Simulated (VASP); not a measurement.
Wanted: the native input for a VASP 6.6.1 run.

```yaml
Task: single point
Functional: PBEsol
Potentials_or_basis: VASP PAW PBE potentials, release 64 (Pd)
Cutoff: 520 eV
k_mesh: 12 × 12 × 7
Occupations: fermi-dirac, width 0.05 eV
Spin: no spin polarisation
Dipole_correction: no
Further_INCAR_settings: ALGO = Normal; EDIFF = 1e-07; NBANDS = 17
```

The structure of Pd lies in POSCAR:

```
Pd
1.0
    2.7983685316      0.0000000000      0.0000000000
   -1.3991842658      2.4234582375      0.0000000000
    0.0000000000      0.0000000000      4.5333570212
Pd
2
Direct
    0.2733333333      0.6366666667      0.2050000000
    0.7266666667      0.3633333333      0.7950000000
```

This cell differs from its parent crystal: shortest bond scaled by 0.82.

These files were run (other wordings do the same):

INCAR

```
PREC = Accurate
ENCUT = 520
EDIFF = 1E-7
ISMEAR = -1
SIGMA = 0.05
LREAL = F
LASPH = T
NELM = 80
ALGO = Normal
ISIF = 2
LWAVE = F
LCHARG = F
GGA = PS
NBANDS = 17
```

KPOINTS

```
Automatic mesh
0
Gamma
  12 12 7
```

Potentials or basis: VASP PAW PBE potentials, release 64 (Pd).

Command:

```sh
$ cat potpaw_PBE.64/Pd/POTCAR > POTCAR
$ mpirun -np 1 vasp_std > vasp.out
```

Results of the run:

- Pressure: 11.6 GPa
- Largest force: 4.811 eV/Å
- Band gap on the k mesh: zero (band 10 reaches 9.41 eV, above the bottom of band 11 at 8.67 eV)

Caveat: the cell differs from its parent crystal (shortest bond scaled by 0.82); the PAW data sets were made with another functional, which shifts forces and pressure a little.

Wall time 68 s on 1 thread of AMD EPYC 9R45 96-Core Processor (Zen 5) (shared host), peak memory 0.22 GiB.
